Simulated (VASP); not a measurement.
A run of VASP 6.6.1 is set up as follows.

INCAR

```
SYSTEM = GaP
PREC = Accurate
ENCUT = 520
EDIFF = 1E-6
ISMEAR = 0
SIGMA = 0.05
LREAL = .FALSE.
LASPH = .TRUE.
NELM = 100
ALGO = Normal
ISIF = 2
LWAVE = .FALSE.
LCHARG = .FALSE.
GGA = PS
IVDW = 12
NBANDS = 16
```

Contents of KPOINTS:

```
Automatic mesh
0
G
  8 8 8
  0 0 0
```

File POSCAR:

```
GaP
1.0
    0.0000000000      2.7310997010      2.7310997010
    2.7310997010      0.0000000000      2.7310997010
    2.7310997010      2.7310997010      0.0000000000
Ga P
1 1
Direct
    0.0000000000      0.0000000000      0.0000000000
    0.7500000000      0.7500000000      0.7500000000
```

Potentials or basis: VASP PAW PBE potentials, release 64 (Ga_d, P).

Run with:

```bash
$ cat potpaw_PBE.64/Ga_d/POTCAR potpaw_PBE.64/P/POTCAR > POTCAR
$ mpirun -np 1 vasp_std > vasp.out
```

Task: Estimate the band gap on the k mesh.

Result: 1.53 eV, indirect (least direct gap 1.70 eV).

Task: Estimate the pressure.

Result: -3.3 GPa.

Task: What does it give for the dispersion energy per atom?

Result: -0.280 eV.

Caveat: the PAW data sets were made with another functional, which shifts forces and pressure a little. A k mesh can miss the band edges.
